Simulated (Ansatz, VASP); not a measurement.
Si2Mo in VASP and in Ansatz

```
Si Mo
1.0
    -1.60858    1.60858    3.93662
     1.60858   -1.60858    3.93662
     1.60858    1.60858   -3.93662
Si Mo
2 1
Cartesian
  0.0000 0.0000 2.6383
  0.0000 0.0000 5.2350
  0.0000 0.0000 0.0000
```

Alike in both runs: functional PBE; k mesh 18 × 18 × 18; occupations gaussian, width 0.1 eV; no spin polarisation.

Ansatz relaxed the structure, and its values are those at the end. VASP's run is a single point on that final structure, the one shown.

|  | VASP | Ansatz |
| --- | --- | --- |
| version | VASP 6.6.1 | Ansatz 0.2.0 |
| potentials or method | VASP PAW PBE potentials, release 64 (Si, Mo_sv), cutoff 520 eV | scalar-relativistic, all-electron LAPW |

Ansatz gave:

* gap on the k mesh at the Fermi level (eV): none
* pressure (GPa): 0.0

Question: Which values does VASP return?

Answer: gap on the k mesh at the Fermi level (eV): none; pressure (GPa): 0.1.

A gap of «none» marks a metal or a gap that the smearing closes. Ansatz ran all-electron here, and VASP with PAW potentials.
